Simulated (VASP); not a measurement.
Cd: single point with pbesol exchange, lda correlation

The system is Cd.

```
CELL_PARAMETERS angstrom
0.00000 2.70896 2.70896
2.70896 0.00000 2.70896
2.70896 2.70896 0.00000
ATOMIC_POSITIONS crystal
Cd 0.00000 0.00000 0.00000
Cd 0.25000 0.25000 0.25000
```

This isn't the form of Cd at room conditions, which is hcp.

- Program: VASP 6.6.1
- Task: single point
- Functional: pbesol exchange, lda correlation
- Potentials or basis: VASP PAW PBE potentials, release 64 (Cd)
- Cutoff: 500 eV
- k mesh: 6 × 6 × 6
- Occupations: methfessel-paxton, width 0.1 eV
- Spin: no spin polarisation
- Dipole correction: no
- Further INCAR settings: ALGO = Normal; EDIFF = 1e-06; NBANDS = 19

* Pressure: 62.6 GPa
* Band gap on the k mesh: zero (bands 12 and 13 overlap by 9.20 eV)

Levels at points of the mesh, in eV from the Fermi level:
| k point | band 9 | band 10 | band 11 | band 12 | band 13 | band 14 | band 15 | band 16 |
| --- | --- | --- | --- | --- | --- | --- | --- | --- |
| (0.00, 0.00, 0.00) | -9.29 | -8.50 | -8.50 | 7.93 | 7.93 | 7.93 | 8.53 | 8.53 |
| (0.50, 0.00, 0.00) | -8.54 | -8.54 | -4.83 | -4.34 | 4.65 | 4.65 | 8.47 | 9.23 |
| (0.50, 0.50, 0.00) | -8.38 | -8.38 | -3.30 | -3.30 | 0.97 | 0.97 | 5.83 | 5.83 |

It took 6.8 s on 1 thread of AMD EPYC 9R45 96-Core Processor (Zen 5) (shared host), peak memory 0.12 GiB.

Caveat: the cell stands under pressure; the PAW data sets were made with another functional, which shifts forces and pressure a little.
